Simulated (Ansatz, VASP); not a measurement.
# Two plane-wave programs on Cu

The input INCAR:

```
SYSTEM = Cu
ALGO = Fast
EDIFF = 1E-7
ENCUT = 520
GGA = PE
ISIF = 2
ISMEAR = 0
LASPH = .TRUE.
LCHARG = .TRUE.
LELF = .TRUE.
LREAL = .FALSE.
LVHAR = .TRUE.
LWAVE = .FALSE.
NBANDS = 54
NELM = 100
PREC = Accurate
SIGMA = 0.15
```

File KPOINTS:

```
k-points
0
G
  13 18 5
  0 0 0
```

Contents of POSCAR:

```
Cu
1.0
    3.6150000000      0.0000000000      0.0000000000
    0.0000000000      1.8075000000     -1.8075000000
    0.0000000000      7.5835533906      7.5835533906
Cu
8
Direct
    0.0000000000      0.0000000000      0.8937927448
    0.5000000000      0.5000000000      0.0595861830
    0.0000000000      0.0000000000      0.1787585490
    0.5000000000      0.5000000000      0.2979309149
    0.0000000000      0.0000000000      0.4171032809
    0.5000000000      0.5000000000      0.5362756469
    0.0000000000      0.0000000000      0.6554480128
    0.5000000000      0.5000000000      0.7746203788
```

Input for Ansatz:

```yaml
crystal:
  lattice:
    - [3.615, 0.0, 0.0]
    - [0.0, 1.8075, -1.8075]
    - [0.0, 7.5835533906, 7.5835533906]
  atoms:
    - { symbol: Cu, position: [0.0, 0.0, 0.8937927448] }
    - { symbol: Cu, position: [0.5, 0.5, 0.059586183] }
    - { symbol: Cu, position: [0.0, 0.0, 0.178758549] }
    - { symbol: Cu, position: [0.5, 0.5, 0.2979309149] }
    - { symbol: Cu, position: [0.0, 0.0, 0.4171032809] }
    - { symbol: Cu, position: [0.5, 0.5, 0.5362756469] }
    - { symbol: Cu, position: [0.0, 0.0, 0.6554480128] }
    - { symbol: Cu, position: [0.5, 0.5, 0.7746203788] }
basis:
  ecutwfc: 420
kpoints:
  mp_grid: { grid: [13, 18, 5] }
hamiltonian:
  xc: pbe
scf:
  occupations: { method: gaussian, width: 0.15 }
output:
  forces: true
  stress: true
  eigenvalues: true
  write_density: true
  write_potential: true
  elf: true
  volumetric_format: npy
```

Alike in both runs: task single point; functional PBE; k mesh 13 × 18 × 5; occupations gaussian, width 0.15 eV; no spin polarisation.

|  | VASP | Ansatz |
| --- | --- | --- |
| version | VASP 6.6.1 | Ansatz 0.2.0 |
| potentials or method | VASP PAW PBE potentials, release 64 (Cu), cutoff 520 eV | scalar-relativistic, plane waves, PAW |
| valence electrons in the cell | 88 | 152 |

|  | VASP | Ansatz | Ansatz less VASP |
| --- | --- | --- | --- |
| gap on the k mesh at the Fermi level (eV) | none | none | - |
| pressure (GPa) | -1.6 | -2.1 | -0.55 |
| traceless stress, the component that is largest in VASP (GPa) | -1.90 | -1.88 | +0.018 |
| rms of the force components (eV/Å) | 0.254 | 0.253 | -0.0013 |

Atom by atom the forces differ by 0.001 eV/Å (rms over components). A gap of «none» marks a metal or a gap that the smearing closes. With one functional, cell and mesh, what is left measures potentials, basis and numerics. VASP's potentials hold 88 valence electrons a cell and Ansatz's 152, so a difference there can come from the potentials and not from the codes.
